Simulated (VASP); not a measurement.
# Co (P6_3/mmc) in VASP: notebook

Runs on Co. Level: PBE. Tasks: single point.

All numbers are computed with VASP 6.6.1; they aren't measurements. Logs are shortened: lines on timing, memory, paths and dates and some standing lists are left out, and cuts for length are marked.

## (1) The cell of the first run

Symmetry: P6_3/mmc, No. 194, hexagonal system. The conventional cell has a = 2.472 Å, b = 2.472 Å, c = 4.021 Å, α = 90.00°, β = 90.00°, γ = 120.00°. Co (site symmetry -6m2) has 12 Co at 2.47 Å within 3.3 Å.

## (2) Single point, PBE, collinear spin, ferromagnetic start

Contents of INCAR:

```
PREC = Accurate ; ENCUT = 600
EDIFF = 1E-6 ; ISMEAR = 0
SIGMA = 0.1 ; LREAL = False
LASPH = True ; NELM = 200
ALGO = Normal ; ISIF = 2
LWAVE = False ; LCHARG = False
ISPIN = 2 ; MAGMOM = 3 3
LORBIT = 11 ; LMAXMIX = 4
GGA = PE ; NBANDS = 28
GGA_COMPAT = False
```

Contents of KPOINTS:

```
regular mesh
0
Gamma
  12 12 4
```

Contents of POSCAR:

```
Co
1.0
    2.4719999000      0.0000000000      0.0000000000
   -1.2359999500      2.1408147100      0.0000000000
    0.0000000000      0.0000000000      4.0211440800
Co
2
Direct
    0.3333333300      0.6666666700      0.2500000000
    0.6666666700      0.3333333300      0.7500000000
```

Potentials or basis: VASP PAW PBE potentials, release 64 (Co_sv).

On the command line:

```sh
> cat potpaw_PBE.64/Co_sv/POTCAR > POTCAR
> mpirun -np 1 vasp_std > vasp.out
```

OUTCAR:

```text
PREC = Accurate
   ENCUT = 600
   EDIFF = 1E-6
   ISMEAR = 0
   LREAL = False
   LASPH = True
   NELM = 200
   ISIF = 2
   ISPIN = 2
   LORBIT = 11
   GGA = PE

 ion  position               nearest neighbor table
   1  0.333  0.667  0.250-   2 2.47   2 2.47   2 2.47   2 2.47   2 2.47   2 2.47
   2  0.667  0.333  0.750-   1 2.47   1 2.47   1 2.47   1 2.47   1 2.47   1 2.47

  LATTYP: Found a hexagonal cell.
 ALAT       =     2.4719999000
 C/A-ratio  =     1.6266764736

  Lattice vectors:

 A1 = (   2.4719999000,   0.0000000000,   0.0000000000)
 A2 = (  -1.2359999500,   2.1408147100,   0.0000000000)
 A3 = (   0.0000000000,   0.0000000000,   4.0211440800)

Analysis of symmetry for initial positions (statically):
=====================================================================
 Subroutine PRICEL returns:
 Original cell was already a primitive cell.

 Routine SETGRP: Setting up the symmetry group for a
 hexagonal supercell.

 Subroutine GETGRP returns: Found 24 space group operations
 (whereof 12 operations were pure point group operations)
 out of a pool of 24 trial point group operations.

The static configuration has the point symmetry D_3d.
 The point group associated with its full space group is D_6h.

Analysis of symmetry for dynamics (positions and initial velocities):
=====================================================================
 Subroutine PRICEL returns:
 Original cell was already a primitive cell.

 Routine SETGRP: Setting up the symmetry group for a
 hexagonal supercell.

 Subroutine GETGRP returns: Found 24 space group operations
 (whereof 12 operations were pure point group operations)
 out of a pool of 24 trial point group operations.

The dynamic configuration has the point symmetry D_3d.
 The point group associated with its full space group is D_6h.

Analysis of structural, dynamic, and magnetic symmetry:
=====================================================================
 Subroutine PRICEL returns:
 Original cell was already a primitive cell.

 Routine SETGRP: Setting up the symmetry group for a
 hexagonal supercell.

 Subroutine GETGRP returns: Found 24 space group operations
 (whereof 12 operations were pure point group operations)
 out of a pool of 24 trial point group operations.

The overall configuration has the point symmetry D_3d.
 The point group associated with its full space group is D_6h.

 Subroutine INISYM returns: Found 24 space group operations
 (whereof 12 operations are pure point group operations),
 and found     1 'primitive' translations

[... 116 lines left out ...]
  Fermi-wavevector in a.u.,A,eV,Ry     =   1.913854  3.616659 49.835912  3.662836
  Thomas-Fermi vector in A             =   2.949907
   LORBIT       =     11    0 simple, 1 ext, 2 COOP (PROOUT), +10 PAW based schemes
   GGA     = PE    functional components
   LHFCALC =     F    Hartree Fock is set to
   AEXX    =    0.0000 exact exchange contribution
   IVDW    =     0    specifies the selected vdW correction
   LEPSILON=     F    determine dielectric tensor
   LRPA    =     F    only Hartree local field effects (RPA)
 spin polarized calculation
 Gauss-broadening in eV      SIGMA  =   0.10
  energy-cutoff  :      600.00
  volume of cell :       21.28
 maximum number of plane-waves:       744
 NGX is ok and might be reduce to    20
   NGX =  9   NGY =  9   NGZ = 17

 number of electron      33.9999972 magnetization       3.2553938

 Free energy of the ion-electron system (eV)
  ---------------------------------------------------
  ext. energy  EPLUGINS =         0.00000000
  ---------------------------------------------------
  free energy    TOTEN  =       -14.22526971 eV

  energy without entropy =      -14.21592091  energy(sigma->0) =      -14.22059531

 E-fermi :  12.2888     XC(G=0): -14.0279

 val. band max:       12.2858870781   @ k =   0.5000   0.0000   0.5000
 cond. band min:      12.3301208485   @ k =   0.2500   0.0000   0.0000
 fundamental gap:      0.0442337705
 Fermi energy:        12.2888250676

 spin component 1

 k-point     1 :       0.0000    0.0000    0.0000
  band No.  band energies     occupation
      1     -83.7928      1.00000
      2     -83.7327      1.00000
      3     -47.1916      1.00000
      4     -46.8837      1.00000
      5     -46.8837      1.00000
      6     -46.8453      1.00000
[... 733 lines left out ...]
     27      35.5548      0.00000
     28      35.8901      0.00000

 [... further k-points ...]

 spin component 2

 k-point     1 :       0.0000    0.0000    0.0000
  band No.  band energies     occupation
      1     -81.7130      1.00000
      2     -81.6485      1.00000
      3     -45.1748      1.00000
      4     -44.8550      1.00000
      5     -44.8550      1.00000
      6     -44.8014      1.00000
[... 733 lines left out ...]
     27      35.9229      0.00000
     28      36.2499      0.00000

 [... further k-points ...]

------------------------ aborting loop because EDIFF is reached ----------------------------------------

  FORCE on cell =-STRESS in cart. coord.  units (eV):
  Direction    XX          YY          ZZ          XY          YZ          ZX
  --------------------------------------------------------------------------------------
  -------------------------------------------------------------------------------------
  Total        0.2280654      0.2280654     -0.0601391      0.0000000     -0.0000000      0.0000000
  in kB       17.1708897     17.1708896     -4.5278338      0.0000000     -0.0000000      0.0000000
  external PRESSURE =       9.9379818 kB  Pullay stress =       0.0000000 kB

 VOLUME and BASIS-vectors are now :
 -----------------------------------------------------------------------------
  energy-cutoff  :      600.00
  volume of cell :       21.28
      direct lattice vectors                 reciprocal lattice vectors
     2.471999900  0.000000000  0.000000000     0.404530761  0.233555944  0.000000000
    -1.235999950  2.140814710  0.000000000     0.000000000  0.467111888  0.000000000
     0.000000000  0.000000000  4.021144080     0.000000000  0.000000000  0.248685444

 POSITION                                       TOTAL-FORCE (eV/Angst)
 -----------------------------------------------------------------------------------
     -0.00000      1.42721      1.00529        -0.000000      0.000000      0.000000
      1.23600      0.71360      3.01586         0.000000     -0.000000      0.000000
 -----------------------------------------------------------------------------------
    total drift:                               -0.000013      0.000007     -0.000001

  FREE ENERGIE OF THE ION-ELECTRON SYSTEM (eV)
  ---------------------------------------------------
  free  energy   TOTEN  =       -14.2252697113 eV

  energy  without entropy=      -14.2159209107  energy(sigma->0) =      -14.22059531

 total charge

# of ion       s       p       d       tot
------------------------------------------
    1        2.251   6.125   6.691  15.067
    2        2.251   6.125   6.691  15.067
--------------------------------------------------
tot          4.501  12.250  13.382  30.133

 magnetization (x)

# of ion       s       p       d       tot
------------------------------------------
    1       -0.004  -0.014   1.712   1.694
    2       -0.004  -0.014   1.712   1.694
--------------------------------------------------
tot         -0.008  -0.028   3.424   3.388
```

OSZICAR:

```text
N       E                     dE             d eps       ncg     rms          rms(c)
DAV:   1     0.634311035051E+03    0.63431E+03   -0.21063E+04  8480   0.395E+03
DAV:   2     0.331753751224E+02   -0.60114E+03   -0.57413E+03  9436   0.934E+02
DAV:   3    -0.153150025063E+02   -0.48490E+02   -0.47533E+02  9520   0.264E+02
DAV:   4    -0.159910994631E+02   -0.67610E+00   -0.67560E+00  9360   0.291E+01
DAV:   5    -0.160201700480E+02   -0.29071E-01   -0.29070E-01  8420   0.621E+00    0.203E+01
DAV:   6    -0.147815136004E+02    0.12387E+01   -0.11017E+01  8000   0.942E+01    0.150E+01
DAV:   7    -0.142411001876E+02    0.54041E+00   -0.20972E+00  7844   0.403E+01    0.520E+00
DAV:   8    -0.142344587626E+02    0.66414E-02   -0.51440E-02  9460   0.301E+00    0.173E+00
DAV:   9    -0.142260355054E+02    0.84233E-02   -0.54498E-03 10344   0.139E+00    0.611E-01
DAV:  10    -0.142251855584E+02    0.84995E-03   -0.22891E-03  9020   0.135E+00    0.825E-02
DAV:  11    -0.142252590702E+02   -0.73512E-04   -0.86547E-05 10596   0.148E-01    0.359E-02
DAV:  12    -0.142252691166E+02   -0.10046E-04   -0.74433E-06  7052   0.392E-02    0.208E-02
DAV:  13    -0.142252697113E+02   -0.59477E-06   -0.19367E-06  6340   0.264E-02
   1 F= -.14225270E+02 E0= -.14220595E+02  d E =-.934880E-02  mag=     3.2563
```

stdout:

```text
POSCAR found type information on POSCAR Co
 POSCAR found :  1 types and       2 ions
 scaLAPACK will be used
 LDA part: xc-table for (Slater+PW92), standard interpolation
 POSCAR, INCAR and KPOINTS ok, starting setup
 FFT: planning ... GRIDC
 FFT: planning ... GRID_SOFT
 FFT: planning ... GRID
 WAVECAR not read
 entering main loop
```

Wall time 2.2 min (1 thread of Intel Xeon Platinum 8259CL at 2.50GHz (Skylake/Cascade Lake), shared host); peak memory 0.17 GiB.

What came out:

* Free energy: -14.2253 eV
* Pressure: 1.0 GPa
* Net moment: 3.26 μB per cell
* Site moments: Co +1.69 μB
* Valence electrons inside the program's atomic spheres: Co 15.07

Caveat: the k points lie up to 0.39 Å⁻¹ apart.

## (3) Single point, PBE, collinear spin, ferromagnetic start

This run uses another cell than the first one, of 10.85 Å³/atom.

Contents of INCAR:

```
PREC = Accurate
ENCUT = 520
EDIFF = 1E-7
ISMEAR = 0
SIGMA = 0.1
LREAL = False
LASPH = True
NELM = 150
ALGO = Fast
ISIF = 2
LWAVE = False
LCHARG = False
ISPIN = 2
MAGMOM = 1.87 1.87
LORBIT = 11
LMAXMIX = 4
GGA = PE
NBANDS = 20
```

Contents of KPOINTS:

```
Automatic mesh
0
Gamma
  18 18 10
```

Contents of POSCAR:

```
Co
1.0
    2.4922554850      0.0000000000      0.0000000000
   -1.2461277425      2.1583565627      0.0000000000
    0.0000000000      0.0000000000      4.0333188394
Co
2
Direct
    0.3333333333      0.6666666667      0.2500000000
    0.6666666667      0.3333333333      0.7500000000
```

Potentials or basis: VASP PAW PBE potentials, release 64 (Co).

On the command line:

```sh
> cat potpaw_PBE.64/Co/POTCAR > POTCAR
> mpirun -np 1 vasp_std > vasp.out
```

It took 4.1 min on 1 thread of Intel Xeon 8259CL, shared host; peak memory 0.25 GiB.

Results (log left out):

| Quantity | Value |
| --- | --- |
| Free energy | -14.0762 eV |
| Pressure | -0.6 GPa |
| Net moment | 3.19 μB per cell |
| Site moments | Co +1.61 μB |
| Valence electrons inside the program's atomic spheres | Co 8.27 |

Stress tensor (GPa, compression positive):
```
-0.61  0.00  0.00
 0.00 -0.61  0.00
 0.00  0.00 -0.72
```

Levels at points of the mesh, in eV from the Fermi level:
Spin up:
```
           k point  band 7  band 8  band 9  band 10  band 11  band 12  band 13  band 14  band 15  band 16
(0.00, 0.00, 0.00)   -2.27   -1.93   -1.93    -0.83    -0.83    -0.07     6.35    21.99    24.56    24.56
(0.50, 0.00, 0.00)   -2.18   -0.69   -0.61    -0.54     1.31     3.32     9.69    10.34    12.74    13.96
(0.00, 0.00, 0.50)   -2.65   -2.65   -1.14    -1.14    -1.14    -1.14    15.01    15.01    22.72    22.72
(0.50, 0.00, 0.50)   -1.06   -1.06   -0.60    -0.60     1.61     1.61     7.27     7.27    18.36    18.36
```
Spin down:
```tsv
k point	band 4	band 5	band 6	band 7	band 8	band 9	band 10	band 11
(0.00, 0.00, 0.00)	-0.96	-0.96	-0.60	-0.60	-0.17	-0.17	-0.15	1.05
(0.50, 0.00, 0.00)	-1.85	-1.11	-1.03	-0.62	1.17	1.31	1.34	2.53
(0.00, 0.00, 0.50)	-1.54	-1.02	-1.02	-1.02	-1.02	0.71	0.71	0.71
(0.50, 0.00, 0.50)	-2.37	-0.06	-0.06	0.25	0.25	1.27	1.27	2.20
```
